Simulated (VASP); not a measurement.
Here is a VASP 6.6.1 calculation.

The input INCAR:

```
SYSTEM = Pb
PREC = Accurate ; ENCUT = 520
EDIFF = 1E-6 ; ISMEAR = -1
SIGMA = 0.05 ; LREAL = .FALSE.
LASPH = .TRUE. ; NELM = 60
ALGO = Normal ; ISIF = 2
LWAVE = .FALSE. ; LCHARG = .TRUE.
GGA = PE ; IVDW = 13
LELF = .TRUE. ; LVHAR = .TRUE.
NBANDS = 21
```

The input KPOINTS:

```
regular mesh
0
G
  9 9 5
  0 0 0
```

Contents of POSCAR:

```
Pb
1.0
    3.0354671810     -1.7552855704     -0.5298801552
    3.0354671810      1.7552855704     -0.5298801552
   -3.1761779985      0.0000000000      6.2834746727
Pb
2
Direct
    1.0000252037      1.0000252037      0.7500424350
   -0.0000252037     -0.0000252037      0.2499575650
```

Potentials or basis: VASP PAW PBE potentials, release 64 (Pb_d).

Launch:

```console
$ cat potpaw_PBE.64/Pb_d/POTCAR > POTCAR
$ mpirun -np 1 vasp_std > vasp.out
```

**Question.** Estimate the dispersion energy per atom.

**Answer.** -0.428 eV.

**Question.** Predict the pressure.

**Answer.** -0.1 GPa.
